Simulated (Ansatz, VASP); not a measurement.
# Two plane-wave programs on CdTe2Pb3

```
CELL_PARAMETERS angstrom
5.41584 0.00000 0.00000
-2.70792 4.69025 0.00000
0.00000 0.00000 11.89703
ATOMIC_POSITIONS crystal
Cd 0.66667 0.33333 0.00000
Te 0.33333 0.66667 0.00000
Te 0.00000 0.00000 0.00000
Pb 0.33333 0.66667 0.74431
Pb 0.33333 0.66667 0.25569
Pb 0.33333 0.66667 0.50000
```

Alike in both runs: functional PBE; k mesh 4 × 4 × 2; occupations gaussian, width 0.2 eV; no spin polarisation.

Ansatz relaxed the structure, and its values are those at the end. VASP's run is a single point on that final structure, the one shown.

|  | VASP | Ansatz |
| --- | --- | --- |
| version | VASP 6.6.1 | Ansatz 0.2.0 |
| potentials or method | VASP PAW PBE potentials, release 64 (Cd, Te, Pb_d), cutoff 520 eV | scalar-relativistic, plane waves, PAW |
| valence electrons in the cell | 66 | 94 |

|  | VASP | Ansatz | Ansatz less VASP |
| --- | --- | --- | --- |
| gap on the k mesh at the Fermi level (eV) | none | none | - |
| pressure (GPa) | 0.6 | 0.6 | 0.00 |
| rms of the force components (eV/Å) | 0.010 | 0.009 | -0.0012 |

A gap of «none» marks a metal or a gap that the smearing closes. VASP's potentials hold 66 valence electrons a cell and Ansatz's 94, so a difference there can come from the potentials and not from the codes.

Spin-orbit coupling is off throughout.
